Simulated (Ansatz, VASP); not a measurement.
One calculation of Cu, two programs

```
Cu
1.0
     0.00000    1.80750    1.78943
     1.80750    0.00000    1.78943
     1.80750    1.80750    0.00000
Cu
1
Direct
  0.00000 0.00000 0.00000
```

Change from the starting cell: zz strain of -1 %, crystal datasets.

Alike in both runs: task electric field gradients; functional PBEsol; k mesh 19 × 19 × 19; occupations fermi-dirac, width 0.08 eV; no spin polarisation.

|  | VASP | Ansatz |
| --- | --- | --- |
| version | VASP 6.6.1 | Ansatz 0.2.0 |
| potentials or method | VASP PAW PBE potentials, release 64 (Cu), cutoff 520 eV | all-electron PAW with datasets made for the crystal, scalar-relativistic |

VASP gave:

```
pressure (GPa)                                                : -4.5
traceless stress, the component that is largest in VASP (GPa) : 0.28
size of Vzz on the site where it differs most (V/Å²)          : 0.0
```

**Question.** Estimate Ansatz's values.

**Answer.** Pressure (GPa): -5.1; traceless stress, the component that is largest in VASP (GPa): 0.29; size of Vzz on the site where it differs most (V/Å²): 0.1.

VASP's potentials were made for PBE, not for PBEsol. Ansatz ran all-electron here, and VASP with PAW potentials.
